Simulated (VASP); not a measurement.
The system is K3TaH6.

```
K Ta H
1.0
     0.00000    4.41659    4.41659
     4.41659    0.00000    4.41659
     4.41659    4.41659    0.00000
K Ta H
3 1 6
Cartesian
  6.6249 6.6249 6.6249
  2.2083 2.2083 2.2083
  4.4166 4.4166 4.4166
  0.0000 0.0000 0.0000
  2.0411 4.4166 4.4166
  4.4166 4.4166 2.0411
  6.7920 4.4166 4.4166
  4.4166 2.0411 4.4166
  4.4166 6.7920 4.4166
  4.4166 4.4166 6.7920
```

The cell was built from a structure type or drawn by symmetry, and may not be a known phase.

| Quantity | Value |
| --- | --- |
| Program | VASP 6.6.1 |
| Task | relaxation of cell and atoms |
| Functional | PBE |
| Potentials or basis | VASP PAW PBE potentials, release 64 (K_sv, Ta_pv, H) |
| Cutoff | 600 eV |
| k mesh | 4 × 4 × 4 |
| Occupations | gaussian, width 0.1 eV |
| Spin | no spin polarisation |

At the start: pressure -2.4 GPa; volume 17.23 Å³/atom.

Question: Where does the relaxation end?

Answer: Over 7 steps the energy falls by 58.6 meV/atom and the volume is 17.47 Å³/atom (+1.4 %); space group Fm-3m (No. 225, to 0.1 Å) before and after.

The path:
```
step  energy change (eV)  largest force (eV/Å)  pressure (GPa)  volume (Å³)
   1              0.0000                1.2752           -2.44       172.30
   2             -0.4193                0.6669           -0.27       165.83
   3             -0.5034                0.1263            1.74       161.46
   4             -0.5039                0.1691            1.58       161.78
   5             -0.5464                0.1091            1.07       165.49
   6             -0.5830                0.0526           -0.15       176.91
   7             -0.5856                0.0249            0.06       174.67
```

Final structure:
```yaml
crystal:
  lattice:
    - [0.00000, 4.43677, 4.43677]
    - [4.43677, 0.00000, 4.43677]
    - [4.43677, 4.43677, 0.00000]
  atoms:
    - { symbol: K, position: [0.75000, 0.75000, 0.75000] }
    - { symbol: K, position: [0.25000, 0.25000, 0.25000] }
    - { symbol: K, position: [0.50000, 0.50000, 0.50000] }
    - { symbol: Ta, position: [0.00000, 0.00000, 0.00000] }
    - { symbol: H, position: [0.78610, 0.21390, 0.21390] }
    - { symbol: H, position: [0.21390, 0.21390, 0.78610] }
    - { symbol: H, position: [0.21390, 0.78610, 0.78610] }
    - { symbol: H, position: [0.21390, 0.78610, 0.21390] }
    - { symbol: H, position: [0.78610, 0.21390, 0.78610] }
    - { symbol: H, position: [0.78610, 0.78610, 0.21390] }
```
